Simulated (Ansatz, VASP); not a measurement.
## Two plane-wave programs on CuO

```xyz
2
Lattice="2.8363 0.0000 0.0000 -1.4182 2.4563 0.0000 0.0000 0.0000 2.7681" Properties=species:S:1:pos:R:3 pbc="T T T"
Cu    0.0000    0.0000    0.0000
O     1.4182    0.8188    1.3841
```

Alike in both runs: functional r2SCAN; k mesh 11 × 11 × 10; occupations fermi-dirac, width 0.05 eV; no spin polarisation.

|  | VASP | Ansatz |
| --- | --- | --- |
| version | VASP 6.6.1 | Ansatz 0.2.0 |
| potentials or method | VASP PAW PBE potentials, release 64 (Cu, O) | Ansatz PAW |
| plane-wave cutoff (eV) | 520 | 500 |
| valence electrons in the cell | 17 | 25 |
| task | single point | band structure |

|  | VASP | Ansatz | Ansatz less VASP |
| --- | --- | --- | --- |
| gap on the k mesh at the Fermi level (eV) | none | none | - |
| pressure (GPa) | -7.1 | -7.8 | -0.73 |
| traceless stress, the component that is largest in VASP (GPa) | -8.58 | -8.75 | -0.166 |

VASP's potentials were made for PBE, not for r2SCAN. A gap of «none» marks a metal or a gap that the smearing closes. VASP's potentials hold 17 valence electrons a cell and Ansatz's 25, so a difference there can come from the potentials and not from the codes.
